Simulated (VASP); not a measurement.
# SnSe2 (P-3m1) in VASP: notebook, part 2 of 2

VASP 6.6.1. The steps go on from the part before.

## 4. Single point, r2SCAN

This run uses another cell than the first one, of 25.52 Å³/atom, 1.143 times its volume.

File POSCAR:

```
SnSe2
1.0
    3.8100166025      0.0000000000      0.0000000000
   -1.9050083013      3.2995711666      0.0000000000
    0.0000000000      0.0000000000      6.0901547851
Sn Se
1 2
Direct
    0.0000000000      0.0000000000      0.0000000000
    0.6666666667      0.3333333333      0.7417306859
    0.3333333333      0.6666666667      0.2582693141
```

File INCAR.step1:

```
SYSTEM = SnSe2
ALGO = Normal
EDIFF = 1E-4
ENCUT = 520
GGA = PE
ISMEAR = -1
LASPH = .TRUE.
LCHARG = .FALSE.
LREAL = .FALSE.
LWAVE = .TRUE.
NBANDS = 20
NELM = 60
PREC = Accurate
SIGMA = 0.05
```

File INCAR.step2:

```
SYSTEM = SnSe2
ALGO = Normal
EDIFF = 1E-6
ENCUT = 520
ISIF = 2
ISMEAR = -1
ISTART = 1
LASPH = .TRUE.
LCHARG = .FALSE.
LMIXTAU = .TRUE.
LREAL = .FALSE.
LWAVE = .FALSE.
METAGGA = R2SCAN
NBANDS = 20
NELM = 60
PREC = Accurate
SIGMA = 0.05
```

File KPOINTS:

```
k-points
0
G
  8 8 5
  0 0 0
```

Potentials or basis: VASP PAW PBE potentials, release 64 (Sn_d, Se).

On the command line:

```
$ cat potpaw_PBE.64/Sn_d/POTCAR potpaw_PBE.64/Se/POTCAR > POTCAR
$ cp INCAR.step1 INCAR
$ mpirun -np 1 vasp_std > vasp.out
$ cp INCAR.step2 INCAR
$ mpirun -np 1 vasp_std > vasp.out
```

OUTCAR:

```text
SYSTEM = SnSe2
   EDIFF = 1E-6
   ENCUT = 520
   ISIF = 2
   ISMEAR = -1
   ISTART = 1
   LASPH = .TRUE.
   LREAL = .FALSE.
   METAGGA = R2SCAN
   NELM = 60
   PREC = Accurate

 ion  position               nearest neighbor table
   1  0.000  0.000  0.000-   2 2.70   3 2.70   2 2.70   3 2.70   2 2.70   3 2.70
   2  0.667  0.333  0.742-   1 2.70   1 2.70   1 2.70
   3  0.333  0.667  0.258-   1 2.70   1 2.70   1 2.70

  LATTYP: Found a hexagonal cell.
 ALAT       =     3.8100166025
 C/A-ratio  =     1.5984588574

  Lattice vectors:

[... 193 lines left out ...]
      6     -10.4209      2.00000
[... 541 lines left out ...]
     19      12.0149      0.00000
     20      14.5877      0.00000

 [... further k-points ...]
[... 5 lines left out ...]
  --------------------------------------------------------------------------------------
  -------------------------------------------------------------------------------------
  Total        0.9881367      0.9881367      0.9773712     -0.0000000      0.0000000      0.0000000
  in kB       20.6783039     20.6783039     20.4530197     -0.0000000      0.0000000      0.0000000
  external PRESSURE =      20.6032091 kB  Pullay stress =       0.0000000 kB

 VOLUME and BASIS-vectors are now :
 -----------------------------------------------------------------------------
  energy-cutoff  :      520.00
  volume of cell :       76.56
      direct lattice vectors                 reciprocal lattice vectors
     3.810016603  0.000000000  0.000000000     0.262466048  0.151534843  0.000000000
    -1.905008301  3.299571167  0.000000000     0.000000000  0.303069687  0.000000000
     0.000000000  0.000000000  6.090154785     0.000000000  0.000000000  0.164199439

 POSITION                                       TOTAL-FORCE (eV/Angst)
 -----------------------------------------------------------------------------------
      0.00000      0.00000      0.00000         0.000000      0.000000      0.000000
      1.90501      1.09986      4.51725        -0.000000      0.000000     -0.012918
     -0.00000      2.19971      1.57290        -0.000000     -0.000000      0.012918
 -----------------------------------------------------------------------------------
    total drift:                                0.000000     -0.000000     -0.000000

  FREE ENERGIE OF THE ION-ELECTRON SYSTEM (eV)
  ---------------------------------------------------
  free  energy   TOTEN  =       -54.6020515146 eV

  energy  without entropy=      -54.6020464134  energy(sigma->0) =      -54.60204896
```

OSZICAR.step1:

```text
N       E                     dE             d eps       ncg     rms          rms(c)
DAV:   1     0.203798852715E+03    0.20380E+03   -0.12186E+04  1624   0.148E+03
DAV:   2     0.115054639953E+02   -0.19229E+03   -0.18480E+03  1684   0.382E+02
DAV:   3    -0.112368718788E+02   -0.22742E+02   -0.22096E+02  1968   0.114E+02
DAV:   4    -0.120283026646E+02   -0.79143E+00   -0.79020E+00  1876   0.222E+01
DAV:   5    -0.120474339379E+02   -0.19131E-01   -0.19129E-01  2124   0.365E+00    0.508E+00
DAV:   6    -0.118058880075E+02    0.24155E+00   -0.49827E-01  2424   0.731E+00    0.327E+00
DAV:   7    -0.117884561748E+02    0.17432E-01   -0.15268E-01  1872   0.246E+00    0.102E+00
DAV:   8    -0.117884809073E+02   -0.24733E-04   -0.11914E-02  2052   0.103E+00    0.281E-01
DAV:   9    -0.117889624889E+02   -0.48158E-03   -0.15307E-03  1844   0.291E-01    0.852E-02
DAV:  10    -0.117889671293E+02   -0.46404E-05   -0.10634E-04  1412   0.744E-02
   1 F= -.11788967E+02 E0= -.11788933E+02  d E =-.676437E-04
```

It took 3.5 min on 1 thread of Intel Xeon 6975P-C (Granite Rapids), shared host; peak memory 0.22 GiB.

What came out:

| Property | Result |
| --- | --- |
| Free energy | -54.6021 eV |
| Pressure | 2.1 GPa |
| Largest force | 0.013 eV/Å |
| Band gap on the k mesh | 0.95 eV, indirect (least direct gap 1.47 eV) |

Forces on the atoms (eV/Å):
```
Sn   0.000  0.000  0.000
Se   0.000  0.000 -0.013
Se   0.000  0.000  0.013
```

Levels at points of the mesh, in eV from the valence-band top:
```tsv
k point	band 9	band 10	band 11	band 12	band 13	band 14	band 15	band 16	band 17	band 18
(0.00, 0.00, 0.00)	-0.65	-0.65	-0.40	-0.40	-0.05	1.42	3.54	5.06	5.06	8.77
(0.50, 0.00, 0.00)	-4.49	-3.12	-2.66	-1.41	-0.31	1.44	4.21	5.67	5.71	7.56
```

Caveat: the PAW data sets were made with another functional, which shifts forces and pressure a little; spin-orbit coupling is left out, which moves the levels of the heavy elements.

## 5. Single point, PBE

This run uses another cell than the first one, of 25.73 Å³/atom, 1.152 times its volume.

File INCAR:

```
ALGO     = Normal         # electronic algorithm
EDIFF    = 1E-6           # SCF threshold, eV
ENCUT    = 500            # plane-wave cutoff, eV
GGA      = PE             # functional
GGA_COMPAT= F            
ISIF     = 2              # what is computed and relaxed
ISMEAR   = -1             # smearing method
LASPH    = T              # aspherical terms in the spheres
LCHARG   = F              # write CHGCAR
LREAL    = F              # projectors in reciprocal space
LWAVE    = F              # write WAVECAR
NBANDS   = 20             # bands
NELM     = 120            # most SCF steps
PREC     = Accurate       # precision mode
SIGMA    = 0.04           # smearing width, eV
```

File KPOINTS:

```
k-points
0
Gamma
  4 4 2
```

File POSCAR:

```
SnSe2
1.0
    3.8110000000      0.0000000000      0.0000000000
   -1.9055000000      3.3004228138      0.0000000000
    0.0000000000      0.0000000000      6.1360000000
Sn Se
1 2
Direct
    0.0000000000      0.0000000000      0.0000000000
    0.6666666667      0.3333333333      0.7510000000
    0.3333333333      0.6666666667      0.2490000000
```

On the command line:

```
$ cat potpaw_PBE.64/Sn_d/POTCAR potpaw_PBE.64/Se/POTCAR > POTCAR
$ mpirun -np 1 vasp_std > vasp.out
```

Wall time 11 s (1 thread of Intel Xeon Platinum 8375C at 2.90GHz (Ice Lake), shared host); peak memory 0.18 GiB.

The run converged. Its results:

```
Free energy            : -11.6547 eV
Pressure               : 6.0 GPa
Largest force          : 0.759 eV/Å
Band gap on the k mesh : 0.87 eV, indirect (least direct gap 1.09 eV)
```

Forces on the atoms (eV/Å):
```
Sn   0.000  0.000  0.000
Se   0.000  0.000 -0.759
Se   0.000  0.000  0.759
```

Levels at points of the mesh, in eV from the valence-band top:
```csv
k point,band 9,band 10,band 11,band 12,band 13,band 14,band 15,band 16,band 17,band 18
"(0.00, 0.00, 0.00)",-0.70,-0.70,-0.39,-0.39,0.00,1.09,2.94,4.64,4.64,8.12
"(0.50, 0.00, 0.00)",-4.48,-2.91,-2.68,-1.20,-0.30,1.15,3.79,5.45,5.48,7.27
"(0.00, 0.00, 0.50)",-2.04,-0.79,-0.79,-0.23,-0.23,2.44,2.91,4.36,4.36,8.17
"(0.50, 0.00, 0.50)",-4.93,-2.52,-1.99,-0.84,-0.69,0.87,4.26,4.84,5.83,6.35
```

Caveat: the k points lie up to 0.51 Å⁻¹ apart; spin-orbit coupling is left out, which moves the levels of the heavy elements; this functional lacks dispersion, which binds the layers, so the pressure and a relaxed spacing across them are unreliable. A k mesh can miss the band edges.

## 6. Summary

```csv
level,cell,k mesh,cutoff (eV),smearing,gap on the mesh (eV),pressure (GPa),largest force (eV/Å)
r2SCAN,"a = 3.718, b = 3.718, c = 5.596 Å, angles 90.0, 90.0, 120.0°, 3 atoms",8 × 8 × 5,520,fermi-dirac 0.05 eV,0.47,10.1,0.02
r2SCAN,"a = 3.772, b = 3.772, c = 5.827 Å, angles 90.0, 90.0, 120.0°, 3 atoms",8 × 8 × 5,520,fermi-dirac 0.05 eV,0.74,5.1,0.02
r2SCAN,"a = 3.810, b = 3.810, c = 6.090 Å, angles 90.0, 90.0, 120.0°, 3 atoms",8 × 8 × 5,520,fermi-dirac 0.05 eV,0.95,2.1,0.01
PBE,"a = 3.811, b = 3.811, c = 6.136 Å, angles 90.0, 90.0, 120.0°, 3 atoms",4 × 4 × 2,500,fermi-dirac 0.04 eV,0.87,6.0,0.76
```

Alike in all rows: task single point; potentials or basis VASP PAW PBE potentials, release 64 (Sn_d, Se); no spin polarisation.

Caveats: some runs use coarse meshes; spin-orbit coupling is left out, which moves the levels of the heavy elements; the PAW data sets were made with another functional, which shifts forces and pressure a little (some runs); this functional lacks dispersion, which binds the layers, so the pressure and a relaxed spacing across them are unreliable (some runs).

Absolute energies hang on the potentials; compare differences alone.
